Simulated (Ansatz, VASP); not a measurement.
Rb: VASP beside Ansatz

Contents of INCAR:

```
SYSTEM = Rb
PREC     = Accurate       ! precision mode
ENCUT    = 520            ! plane-wave cutoff, eV
EDIFF    = 1E-6           ! SCF threshold, eV
ISMEAR   = -1             ! smearing method
SIGMA    = 0.1            ! smearing width, eV
LREAL    = .FALSE.        ! projectors in reciprocal space
LASPH    = .TRUE.         ! aspherical terms in the spheres
NELM     = 100            ! most SCF steps
ALGO     = Normal         ! electronic algorithm
ISIF     = 2              ! what is computed and relaxed
LWAVE    = .FALSE.        ! write WAVECAR
LCHARG   = .TRUE.         ! write CHGCAR
GGA      = B5             ! functional
ALDAX    = 1.0          
AGGAX    = 1.0          
AGGAC    = 1.0          
ALDAC    = 0.0          
LELF     = .TRUE.         ! ELF
LVHAR    = .TRUE.       
NBANDS   = 10             ! bands
```

Contents of KPOINTS:

```
Automatic mesh
0
G
  9 9 9
  0 0 0
```

The input POSCAR:

```
Rb
1.0
    0.0000000000      3.4810601634      3.4810601634
    3.4810601634      0.0000000000      3.4810601634
    3.4810601634      3.4810601634      0.0000000000
Rb
1
Direct
    0.0000000000      0.0000000000      0.0000000000
```

Input for Ansatz:

```yaml
crystal:
  lattice:
    - [0.0, 3.4810601634, 3.4810601634]
    - [3.4810601634, 0.0, 3.4810601634]
    - [3.4810601634, 3.4810601634, 0.0]
  atoms:
    - { symbol: Rb, position: [0.0, 0.0, 0.0] }
hamiltonian:
  xc: blyp
  pseudopotentials:
    kind: paw
    azcp:
      Rb: "pseudopotentials/Rb.paw.azcp"
basis:
  ecutwfc: 420
  fft_grid_basis: typed
kpoints:
  mp_grid: { grid: [9, 9, 9], shift: [0, 0, 0] }
magnetization:
  spin_polarized: false
scf:
  occupations: { method: fermi_dirac, width: 0.1 }
  lower_state_search: "off"
output:
  stress: true
```

Alike in both runs: task single point; functional BLYP; k mesh 9 × 9 × 9; occupations fermi-dirac, width 0.1 eV; no spin polarisation.

```csv
,VASP,Ansatz
version,VASP 6.6.1,Ansatz 0.2.0
potentials or method,"VASP PAW PBE potentials, release 64 (Rb_sv), cutoff 520 eV","plane waves (420 eV) with PAW, scalar-relativistic"
valence electrons in the cell,9,9
```

```tsv
	VASP	Ansatz	Ansatz less VASP
pressure (GPa)	0.4	0.4	-0.01
```

VASP's potentials were made for PBE, not for BLYP. The functional is the same, so the differences come from potentials, cutoffs and numerics.
